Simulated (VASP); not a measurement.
A run of VASP 6.6.1:

Contents of INCAR:

```
ALGO = Normal
EDIFF = 1E-7
EDIFFG = -0.02
ENCUT = 500
GGA = PS
GGA_COMPAT = F
IBRION = 2
ISIF = 3
ISMEAR = 0
LASPH = T
LCHARG = F
LREAL = F
LWAVE = F
NELM = 120
NELMIN = 4
NSW = 80
PREC = Accurate
SIGMA = 0.05
```

KPOINTS

```
k-points
0
Gamma
  5 5 5
```

Contents of POSCAR:

```
Sc
1.0
    0.0000000000      3.1900000000      3.1900000000
    3.1900000000      0.0000000000      3.1900000000
    3.1900000000      3.1900000000      0.0000000000
Sc
2
Direct
    1.0000000000      1.0000000000      1.0000000000
    0.2500000000      0.2500000000      0.2500000000
```

Potentials or basis: VASP PAW PBE potentials, release 64 (Sc_sv).

Run with:

```sh
$ cat potpaw_PBE.64/Sc_sv/POTCAR > POTCAR
$ mpirun -np 1 vasp_std > vasp.out
```

Hardware: 1 thread of Intel(R) Xeon(R) 6975P-C (Granite Rapids), on a shared host.

Task: How long does it take, and how much memory?

Result: Run time: 35 s on 1 thread of Intel(R) Xeon(R) 6975P-C (Granite Rapids) (shared host), peak memory 0.2 GiB. Counts: scf iterations 44, k points 10, ion steps 4.
